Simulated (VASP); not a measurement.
A run of VASP 6.6.1:

The input INCAR:

```
  PREC = Accurate
  ENCUT = 500
  EDIFF = 1E-6
  ISMEAR = 0
  SIGMA = 0.1
  LREAL = False
  LASPH = True
  NELM = 200
  ALGO = Normal
  ISIF = 2
  LWAVE = False
  LCHARG = True
  ISPIN = 2
  MAGMOM = 1.13 1.13 1.13 1.13 0 0 0 0
  LORBIT = 11
  LMAXMIX = 4
  GGA = PE
  LELF = True
  LVHAR = True
  NBANDS = 48
  GGA_COMPAT = False
```

File KPOINTS:

```
regular mesh
0
Gamma
  4 4 4
```

Contents of POSCAR:

```
MnSi
1.0
    4.5173288437      0.0000000000      0.0000000000
    0.0000000000      4.5173288437      0.0000000000
    0.0000000000      0.0000000000      4.5173288437
Mn Si
4 4
Direct
    0.1364737994      0.1364737994      0.1364737994
    0.3635262006      0.8635262006      0.6364737994
    0.6364737994      0.3635262006      0.8635262006
    0.8635262006      0.6364737994      0.3635262006
    0.8453872676      0.8453872676      0.8453872676
    0.6546127324      0.1546127324      0.3453872676
    0.3453872676      0.6546127324      0.1546127324
    0.1546127324      0.3453872676      0.6546127324
```

Potentials or basis: VASP PAW PBE potentials, release 64 (Mn_pv, Si).

Run with:

```sh
$ cat potpaw_PBE.64/Mn_pv/POTCAR potpaw_PBE.64/Si/POTCAR > POTCAR
$ mpirun -np 1 vasp_std > vasp.out
```

Hardware: 1 thread of AMD EPYC 7R13, with other jobs on the host.

Problem. How long does it take, and how much memory?

Solution. Wall time 2.7 min on 1 thread of AMD EPYC 7R13 (shared host), peak memory 0.24 GiB. Counts: scf iterations 16, k points 11.
